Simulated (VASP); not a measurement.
# LiSi16 (a cell with a defect): single point with LDA

The system is LiSi16 (a cell with a defect).

```
CELL_PARAMETERS angstrom
0.00000 5.43000 5.43000
5.43000 0.00000 5.43000
5.43000 5.43000 0.00000
ATOMIC_POSITIONS crystal
Si 0.00566 0.99567 0.00590
Si 0.12676 0.12681 0.12700
Si 0.00748 0.00340 0.50065
Si 0.14117 0.12504 0.62169
Si 0.99620 0.49957 0.99643
Si 0.12023 0.62403 0.12047
Si 0.00552 0.50924 0.49212
Si 0.12681 0.62975 0.62366
Si 0.50042 0.00340 0.00771
Si 0.62145 0.12503 0.14141
Si 0.50881 0.01243 0.50904
Si 0.63259 0.13523 0.63282
Si 0.49189 0.50924 0.00576
Si 0.62342 0.62975 0.12705
Si 0.50047 0.51015 0.50071
Si 0.62134 0.64475 0.62157
Li 0.78154 0.28510 0.78177
```

```
Program                : VASP 6.6.1
Task                   : single point
Functional             : LDA
Potentials or basis    : VASP PAW LDA potentials, release 64 (Si, Li_sv)
Cutoff                 : 520 eV
k mesh                 : 2 × 2 × 2
Occupations            : gaussian, width 0.02 eV
Spin                   : no spin polarisation
Dipole correction      : no
Charge                 : 1
Further INCAR settings : LREAL = Auto; ALGO = Normal; EDIFF = 1e-06; NBANDS = 48; NELECT = 66.0
```

```
Largest force : 0.740 eV/Å
```

Forces in eV/Å, atoms in the order of the input:
```
Si   0.037 -0.013  0.037
Si   0.016  0.020  0.016
Si   0.020  0.033  0.033
Si   0.046  0.048  0.048
Si   0.017  0.019  0.017
Si   0.008  0.011  0.008
Si   0.037  0.042 -0.010
Si   0.020  0.016  0.021
Si   0.033  0.033  0.020
Si   0.048  0.048  0.046
Si   0.013  0.018  0.013
Si   0.036  0.032  0.036
Si  -0.010  0.042  0.037
Si   0.021  0.016  0.020
Si   0.033  0.016  0.033
Si   0.049  0.050  0.049
Li  -0.426 -0.430 -0.426
```

Levels at points of the mesh, in eV from the Fermi level:
| k point | band 29 | band 30 | band 31 | band 32 | band 33 | band 34 | band 35 | band 36 | band 37 | band 38 |
| --- | --- | --- | --- | --- | --- | --- | --- | --- | --- | --- |
| (0.00, 0.00, 0.00) | -1.35 | -1.26 | -0.23 | -0.18 | -0.18 | 0.16 | 0.34 | 0.34 | 0.42 | 0.42 |
| (0.50, 0.00, 0.00) | -2.32 | -1.01 | -1.01 | -0.95 | -0.92 | 0.87 | 1.00 | 1.17 | 1.22 | 1.29 |
| (0.00, 0.50, 0.00) | -2.32 | -1.01 | -1.01 | -0.95 | -0.92 | 0.87 | 1.00 | 1.18 | 1.22 | 1.28 |
| (0.50, 0.50, 0.50) | -2.23 | -1.00 | -1.00 | -0.91 | -0.91 | 1.01 | 1.01 | 1.02 | 1.38 | 1.38 |
| (0.50, 0.50, 0.00) | -2.07 | -1.58 | -1.57 | -1.51 | -1.46 | 0.74 | 0.85 | 1.91 | 2.01 | 2.09 |
| (0.50, 0.00, 0.50) | -2.07 | -1.58 | -1.57 | -1.51 | -1.46 | 0.74 | 0.85 | 1.91 | 2.01 | 2.09 |

Run time: 4 min on 1 thread of Oxide Virtual Turin-like Processor (shared host), peak memory 0.34 GiB.

Caveat: the k points lie up to 0.50 Å⁻¹ apart; the cell carries a net charge on a neutralising background, which shifts energy and pressure; the cell is charged against a uniform background, so pressure and absolute levels hang on convention.
